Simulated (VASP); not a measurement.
Input of a VASP 6.6.1 run:

INCAR

```
SYSTEM = C
PREC = Accurate ; ENCUT = 520
EDIFF = 1E-6 ; ISMEAR = 0
SIGMA = 0.05 ; LREAL = .False.
LASPH = .True. ; NELM = 60
ALGO = Normal ; ISIF = 2
LWAVE = .False. ; LCHARG = .True.
GGA = PE ; LELF = .True.
LVHAR = .True. ; NBANDS = 26
```

Contents of KPOINTS:

```
regular mesh
0
Gamma
  12 12 4
  0 0 0
```

Contents of POSCAR:

```
C
1.0
    2.5180642186      0.0000000000      0.0000000000
   -1.2590321093      2.1807075817      0.0000000000
    0.0000000000      0.0000000000      8.3046919353
C
8
Direct
   -0.0489177774     -0.0425549949      0.0929732494
    0.0489177774      0.0425549949      0.5929732494
    0.0489177774      0.0425549949      0.4070267506
   -0.0489177774     -0.0425549949      0.9070267506
    0.2932760425      0.6318196663      0.1555299995
    0.7067239575      0.3681803337      0.6555299995
    0.3733906242      0.7015136671      0.3444700005
    0.6266093758      0.2984863329      0.8444700005
```

Potentials or basis: VASP PAW PBE potentials, release 64 (C).

Run with:

```sh
$ cat potpaw_PBE.64/C/POTCAR > POTCAR
$ mpirun -np 1 vasp_std > vasp.out
```

(1) Predict the band gap on the k mesh.

(2) Estimate the largest force.

(3) Predict the pressure.

Results:

(1) 4.52 eV (least direct gap 5.32 eV).

(2) 0.802 eV/Å.

(3) 0.8 GPa.

Caveat: the cell differs from its parent crystal (atoms displaced along several vibrational modes).
